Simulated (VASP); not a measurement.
# NbGaSe3 (Pm-3m) in VASP: notebook

The runs below take NbGaSe3 through single point, relaxation of cell and atoms, with PBE.

Everything below comes from runs of VASP 6.6.1. Logs are shortened: lines on timing, memory, paths and dates and some standing lists are left out, and cuts for length are marked.

**1. The cell of the first run**

It takes space group Pm-3m (No. 221, cubic). The conventional cell has a = 4.653 Å, b = 4.653 Å, c = 4.653 Å, α = 90.00°, β = 90.00°, γ = 90.00°. Nb (site symmetry m-3m) has 6 Se at 2.33 Å within 3.1 Å. Ga (site symmetry m-3m) has 12 Se at 3.29 Å and 8 Nb at 4.03 Å within 4.3 Å. Within 3.1 Å of Se (site symmetry 4/mmm) lie 2 Nb at 2.33 Å.

The cell was generated, and may not be a known phase.

**2. Single point, PBE, collinear spin, zero start**

The input, INCAR:

```
SYSTEM = NbGaSe3
PREC     = Accurate       ! precision mode
ENCUT    = 520            ! plane-wave cutoff, eV
EDIFF    = 1E-7           ! SCF threshold, eV
ISMEAR   = 0              ! smearing method
SIGMA    = 0.1            ! smearing width, eV
LREAL    = .False.        ! projectors in reciprocal space
LASPH    = .True.         ! aspherical terms in the spheres
NELM     = 150            ! most SCF steps
ALGO     = Normal         ! electronic algorithm
ISIF     = 2              ! what is computed and relaxed
LWAVE    = .False.        ! write WAVECAR
LCHARG   = .False.        ! write CHGCAR
ISPIN    = 2              ! spin polarisation
MAGMOM   = 0 0 0 0 0      ! initial moments
LORBIT   = 11             ! projections on sites
LMAXMIX  = 4              ! l up to which the mixer works
GGA      = PE             ! functional
NBANDS   = 34             ! bands
```

The input, KPOINTS:

```
regular mesh
0
Gamma
  4 4 4
  0 0 0
```

The input, POSCAR:

```
NbGaSe3
1.0
    4.6533150400      0.0000000000      0.0000000000
    0.0000000000      4.6533150400      0.0000000000
    0.0000000000      0.0000000000      4.6533150400
Nb Ga Se
1 1 3
Direct
    0.5000000000      0.5000000000      0.5000000000
    0.0000000000      0.0000000000      0.0000000000
    0.5000000000      0.5000000000      0.0000000000
    0.0000000000      0.5000000000      0.5000000000
    0.5000000000      0.0000000000      0.5000000000
```

Potentials or basis: VASP PAW PBE potentials, release 64 (Nb_sv, Ga_d, Se).

Started as:

```console
> cat potpaw_PBE.64/Nb_sv/POTCAR potpaw_PBE.64/Ga_d/POTCAR potpaw_PBE.64/Se/POTCAR > POTCAR
> mpirun -np 1 vasp_std > vasp.out
```

OUTCAR:

```text
SYSTEM = NbGaSe3
   PREC = Accurate
   ENCUT = 520
   EDIFF = 1E-7
   ISMEAR = 0
   LREAL = .False.
   LASPH = .True.
   NELM = 150
   ISIF = 2
   ISPIN = 2
   LORBIT = 11
   GGA = PE

 ion  position               nearest neighbor table
   1  0.500  0.500  0.500-   3 2.33   4 2.33   5 2.33   3 2.33   5 2.33   4 2.33
   2  0.000  0.000  0.000-
   3  0.500  0.500  0.000-   1 2.33   1 2.33
   4  0.000  0.500  0.500-   1 2.33   1 2.33
   5  0.500  0.000  0.500-   1 2.33   1 2.33

  LATTYP: Found a simple cubic cell.
 ALAT       =     4.6533150400

  Lattice vectors:

 A1 = (   4.6533150400,   0.0000000000,   0.0000000000)
 A2 = (   0.0000000000,   4.6533150400,   0.0000000000)
 A3 = (   0.0000000000,   0.0000000000,   4.6533150400)

Analysis of symmetry for initial positions (statically):
=====================================================================
 Subroutine PRICEL returns:
 Original cell was already a primitive cell.

 Routine SETGRP: Setting up the symmetry group for a
 simple cubic supercell.

 Subroutine GETGRP returns: Found 48 space group operations
 (whereof 48 operations were pure point group operations)
 out of a pool of 48 trial point group operations.

The static configuration has the point symmetry O_h .

Analysis of symmetry for dynamics (positions and initial velocities):
=====================================================================
 Subroutine PRICEL returns:
 Original cell was already a primitive cell.

 Routine SETGRP: Setting up the symmetry group for a
 simple cubic supercell.

 Subroutine GETGRP returns: Found 48 space group operations
 (whereof 48 operations were pure point group operations)
 out of a pool of 48 trial point group operations.

The dynamic configuration has the point symmetry O_h .

Analysis of structural, dynamic, and magnetic symmetry:
=====================================================================
 Subroutine PRICEL returns:
 Original cell was already a primitive cell.

 Routine SETGRP: Setting up the symmetry group for a
 simple cubic supercell.

 Subroutine GETGRP returns: Found 48 space group operations
 (whereof 48 operations were pure point group operations)
 out of a pool of 48 trial point group operations.

The overall configuration has the point symmetry O_h .

 Subroutine INISYM returns: Found 48 space group operations
 (whereof 48 operations are pure point group operations),
 and found     1 'primitive' translations

----------------------------------------------------------------------------------------
[... 117 lines left out ...]
  energy-cutoff  :      520.00
  volume of cell :      100.76
 maximum number of plane-waves:      2800
 NGX is ok and might be reduce to    36
   NGX = 17   NGY = 17   NGZ = 17

 number of electron      43.9999997 magnetization       0.0000000

 number of electron      43.9999997 magnetization      -0.0000000

 Free energy of the ion-electron system (eV)
  ---------------------------------------------------
  ext. energy  EPLUGINS =         0.00000000
  ---------------------------------------------------
  free energy    TOTEN  =       -22.98485113 eV

  energy without entropy =      -22.98485113  energy(sigma->0) =      -22.98485113

 E-fermi :   6.4143     XC(G=0): -10.5681

 val. band max:        5.9711378845   @ k =   0.0000   0.0000   0.0000
 cond. band min:       6.8469993849   @ k =   0.5000   0.5000   0.0000
 fundamental gap:      0.8758615003
 Fermi energy:         6.4142580966

 spin component 1

 k-point     1 :       0.0000    0.0000    0.0000
  band No.  band energies     occupation
      1     -49.1223      1.00000
      2     -25.4425      1.00000
      3     -25.4425      1.00000
      4     -25.4425      1.00000
      5      -8.5931      1.00000
      6      -8.5722      1.00000
[... 359 lines left out ...]
     33      15.2630      0.00000
     34      15.2685      0.00000
 Fermi energy:         6.4142580966

 spin component 2

 k-point     1 :       0.0000    0.0000    0.0000
  band No.  band energies     occupation
      1     -49.1223      1.00000
      2     -25.4425      1.00000
      3     -25.4425      1.00000
      4     -25.4425      1.00000
      5      -8.5931      1.00000
      6      -8.5722      1.00000
[... 359 lines left out ...]
     33      15.2630      0.00000
     34      15.2725      0.00000

------------------------ aborting loop because EDIFF is reached ----------------------------------------

  FORCE on cell =-STRESS in cart. coord.  units (eV):
  Direction    XX          YY          ZZ          XY          YZ          ZX
  --------------------------------------------------------------------------------------
  -------------------------------------------------------------------------------------
  Total       18.9423075     18.9423075     18.9423075      0.0000000      0.0000000     -0.0000000
  in kB      301.2007828    301.2007828    301.2007828      0.0000000      0.0000000     -0.0000000
  external PRESSURE =     301.2007828 kB  Pullay stress =       0.0000000 kB

 VOLUME and BASIS-vectors are now :
 -----------------------------------------------------------------------------
  energy-cutoff  :      520.00
  volume of cell :      100.76
      direct lattice vectors                 reciprocal lattice vectors
     4.653315040  0.000000000  0.000000000     0.214900558  0.000000000  0.000000000
     0.000000000  4.653315040  0.000000000     0.000000000  0.214900558  0.000000000
     0.000000000  0.000000000  4.653315040     0.000000000  0.000000000  0.214900558

 POSITION                                       TOTAL-FORCE (eV/Angst)
 -----------------------------------------------------------------------------------
      2.32666      2.32666      2.32666         0.000000      0.000000      0.000000
      0.00000      0.00000      0.00000         0.000000      0.000000      0.000000
      2.32666      2.32666      0.00000         0.000000      0.000000      0.000000
      0.00000      2.32666      2.32666         0.000000      0.000000      0.000000
      2.32666      0.00000      2.32666         0.000000      0.000000      0.000000
 -----------------------------------------------------------------------------------
    total drift:                                0.000000      0.000000      0.000000

  FREE ENERGIE OF THE ION-ELECTRON SYSTEM (eV)
  ---------------------------------------------------
  free  energy   TOTEN  =       -22.9848511301 eV

  energy  without entropy=      -22.9848511300  energy(sigma->0) =      -22.98485113

 total charge

# of ion       s       p       d       tot
------------------------------------------
    1        2.210   6.122   2.675  11.007
    2        1.230   0.194   9.941  11.365
    3        1.481   2.478   0.064   4.023
    4        1.481   2.478   0.064   4.023
    5        1.481   2.478   0.064   4.023
--------------------------------------------------
tot          7.882  13.749  12.809  34.441

 magnetization (x)

# of ion       s       p       d       tot
------------------------------------------
    1        0.000  -0.000   0.000   0.000
    2       -0.000  -0.000   0.000  -0.000
    3       -0.000  -0.000  -0.000  -0.000
    4       -0.000  -0.000  -0.000  -0.000
    5       -0.000  -0.000  -0.000  -0.000
--------------------------------------------------
tot          0.000  -0.000   0.000  -0.000
```

stdout:

```text
POSCAR found type information on POSCAR NbGaSe
 POSCAR found :  3 types and       5 ions
 scaLAPACK will be used
 LDA part: xc-table for (Slater+PW92), standard interpolation
 POSCAR, INCAR and KPOINTS ok, starting setup
 FFT: planning ... GRIDC
 FFT: planning ... GRID_SOFT
 FFT: planning ... GRID
 WAVECAR not read
 entering main loop
```

Wall time 51 s (1 thread of Intel Xeon Platinum 8559C (Emerald Rapids), shared host); peak memory 0.25 GiB.

Results:

```
Free energy                                           : -22.9849 eV
Pressure                                              : 30.1 GPa
Band gap on the k mesh                                : zero (filled and empty bands overlap)
Net moment                                            : 0.00 μB per cell
Valence electrons inside the program's atomic spheres : Nb 11.01; Ga 11.37; Se 4.02
```

Caveat: the cell stands under pressure.

**3. Relaxation of cell and atoms, PBE**

The input, INCAR:

```
SYSTEM = NbGaSe3
PREC = Accurate
ENCUT = 600
EDIFF = 1E-6
ISMEAR = 0
SIGMA = 0.1
LREAL = .False.
LASPH = .True.
NELM = 100
ALGO = Normal
ISIF = 3
LWAVE = .False.
LCHARG = .False.
GGA = PE
IBRION = 2
NSW = 90
EDIFFG = -0.04
```

KPOINTS is that of step 2.

POSCAR is that of step 2.

Potentials or basis: VASP PAW PBE potentials, release 64 (Nb_sv, Ga_d, Se).

Started as:

```console
> cat potpaw_PBE.64/Nb_sv/POTCAR potpaw_PBE.64/Ga_d/POTCAR potpaw_PBE.64/Se/POTCAR > POTCAR
> mpirun -np 1 vasp_std > vasp.out
```

OUTCAR:

```text
SYSTEM = NbGaSe3
   PREC = Accurate
   ENCUT = 600
   EDIFF = 1E-6
   ISMEAR = 0
   LREAL = .False.
   LASPH = .True.
   NELM = 100
   ISIF = 3
   GGA = PE
   IBRION = 2
   NSW = 90
   EDIFFG = -0.04

 ion  position               nearest neighbor table
   1  0.500  0.500  0.500-   3 2.33   4 2.33   5 2.33   3 2.33   5 2.33   4 2.33
   2  0.000  0.000  0.000-
   3  0.500  0.500  0.000-   1 2.33   1 2.33
   4  0.000  0.500  0.500-   1 2.33   1 2.33
   5  0.500  0.000  0.500-   1 2.33   1 2.33

  LATTYP: Found a simple cubic cell.
 ALAT       =     4.6533150400

  Lattice vectors:

 A1 = (   4.6533150400,   0.0000000000,   0.0000000000)
 A2 = (   0.0000000000,   4.6533150400,   0.0000000000)
 A3 = (   0.0000000000,   0.0000000000,   4.6533150400)

Analysis of symmetry for initial positions (statically):
=====================================================================
 Subroutine PRICEL returns:
[... 169 lines left out ...]
 cond. band min:       6.8468361673   @ k =   0.5000   0.5000   0.0000
 fundamental gap:      0.8758613307
 Fermi energy:         6.4131012469

 k-point     1 :       0.0000    0.0000    0.0000
  band No.  band energies     occupation
      1     -49.1232      2.00000
      2     -25.4434      2.00000
      3     -25.4434      2.00000
      4     -25.4434      2.00000
      5      -8.5934      2.00000
      6      -8.5728      2.00000
[... 395 lines left out ...]
--------------------------------------- Ionic step        4  -------------------------------------------

 number of electron      44.0000014 magnetization

 Free energy of the ion-electron system (eV)
  ---------------------------------------------------
  ext. energy  EPLUGINS =         0.00000000
  ---------------------------------------------------
  free energy    TOTEN  =       -25.19408374 eV

  energy without entropy =      -25.19408333  energy(sigma->0) =      -25.19408354

 E-fermi :   3.6607     XC(G=0):  -9.3712

 val. band max:        3.3314326568   @ k =   0.5000   0.2500   0.2500
 cond. band min:       3.9784444137   @ k =   0.5000   0.5000   0.0000
 fundamental gap:      0.6470117570
 Fermi energy:         3.6606996499

 k-point     1 :       0.0000    0.0000    0.0000
  band No.  band energies     occupation
      1     -52.2852      2.00000
      2     -28.3466      2.00000
      3     -28.3466      2.00000
      4     -28.3466      2.00000
      5     -11.2291      2.00000
      6     -11.2291      2.00000
[... 311 lines left out ...]
  FREE ENERGIE OF THE ION-ELECTRON SYSTEM (eV)
  ---------------------------------------------------
  free  energy   TOTEN  =       -25.1940837446 eV

  energy  without entropy=      -25.1940833328  energy(sigma->0) =      -25.19408354

 reached required accuracy - stopping structural energy minimisation
```

OSZICAR:

```text
N       E                     dE             d eps       ncg     rms          rms(c)
DAV:   1     0.498120016333E+03    0.49812E+03   -0.23339E+04   560   0.226E+03
DAV:   2     0.478987116730E+02   -0.45022E+03   -0.44347E+03   544   0.607E+02
DAV:   3    -0.193800315068E+02   -0.67279E+02   -0.65421E+02   864   0.178E+02
[... 63 lines left out ...]
DAV:   3    -0.251944675725E+02    0.15249E-02   -0.48558E-03   758   0.374E-01    0.128E-01
DAV:   4    -0.251940468901E+02    0.42068E-03   -0.22620E-03   876   0.338E-01    0.730E-02
DAV:   5    -0.251940613399E+02   -0.14450E-04   -0.12443E-04   752   0.755E-02    0.518E-02
DAV:   6    -0.251940834002E+02   -0.22060E-04   -0.94634E-05   872   0.575E-02    0.978E-03
DAV:   7    -0.251940837446E+02   -0.34444E-06   -0.48417E-06   644   0.149E-02
   4 F= -.25194084E+02 E0= -.25194084E+02  d E =-.220875E+01
```

CONTCAR:

```text
NbGaSe3
   1.00000000000000
     5.0712983703590764   -0.0000000000000000    0.0000000000000000
    -0.0000000000000000    5.0712983703590764    0.0000000000000000
    -0.0000000000000000   -0.0000000000000000    5.0712983703590764
  Nb              Ga              Se
     1     1     3
Direct
     0.5000000000000000    0.5000000000000000    0.5000000000000000
     0.0000000000000000    0.0000000000000000    0.0000000000000000
     0.5000000000000000    0.5000000000000000    0.0000000000000000
     0.0000000000000000    0.5000000000000000    0.5000000000000000
     0.5000000000000000    0.0000000000000000    0.5000000000000000

  0.00000000E+00  0.00000000E+00  0.00000000E+00
  0.00000000E+00  0.00000000E+00  0.00000000E+00
  0.00000000E+00  0.00000000E+00  0.00000000E+00
  0.00000000E+00  0.00000000E+00  0.00000000E+00
  0.00000000E+00  0.00000000E+00  0.00000000E+00
```

Run time: 1.9 min. Hardware: 1 thread of Intel Xeon Platinum 8559C (Emerald Rapids), shared host; peak memory 0.26 GiB.

Results:

- Free energy: -25.1941 eV
- Relaxed volume: 26.08 Å³/atom
- Relaxed cell: a = 5.071 Å, b = 5.071 Å, c = 5.071 Å, α = 90.00°, β = 90.00°, γ = 90.00°
- Space group after relaxing (to 0.1 Å): Pm-3m (No. 221)
- Energy gained by relaxing: 441.8 meV/atom
- Ionic steps: 4
- Pressure after relaxing: 0.0 GPa
- Band gap on the k mesh: zero (bands 22 and 23 overlap by 1.01 eV)

The path:
```csv
step,energy change (eV),largest force (eV/Å),pressure (GPa),volume (Å³)
1,0.0000,0.0000,30.11,100.76
2,-0.8681,0.0000,-9.25,166.69
3,-2.2079,0.0000,-0.34,131.08
4,-2.2088,0.0000,-0.04,130.42
```

Final structure:
```yaml
crystal:
  lattice:
    - [5.07130, 0.00000, 0.00000]
    - [0.00000, 5.07130, 0.00000]
    - [0.00000, 0.00000, 5.07130]
  atoms:
    - { symbol: Nb, position: [0.50000, 0.50000, 0.50000] }
    - { symbol: Ga, position: [0.00000, 0.00000, 0.00000] }
    - { symbol: Se, position: [0.50000, 0.50000, 0.00000] }
    - { symbol: Se, position: [0.00000, 0.50000, 0.50000] }
    - { symbol: Se, position: [0.50000, 0.00000, 0.50000] }
```

Levels at points of the mesh, in eV from the Fermi level:
```
           k point  band 18  band 19  band 20  band 21  band 22  band 23  band 24  band 25  band 26
(0.00, 0.00, 0.00)    -1.05    -1.05    -0.70    -0.70    -0.70    -0.55    -0.55    -0.55     1.14
(0.50, 0.00, 0.00)    -3.02    -1.53    -0.86    -0.66    -0.58    -0.58     1.16     1.54     1.54
(0.50, 0.50, 0.00)    -2.65    -2.40    -2.28    -2.28     0.32     1.72     1.72     2.06     3.51
(0.50, 0.50, 0.50)    -4.38    -4.38     0.35     0.35     0.35     1.36     1.36     1.36     4.80
```

Caveat: the volume moved by over 15 % at a fixed basis, so the end points are rough.

The gap in the log of VASP goes by the Fermi energy; the results here count the filled bands.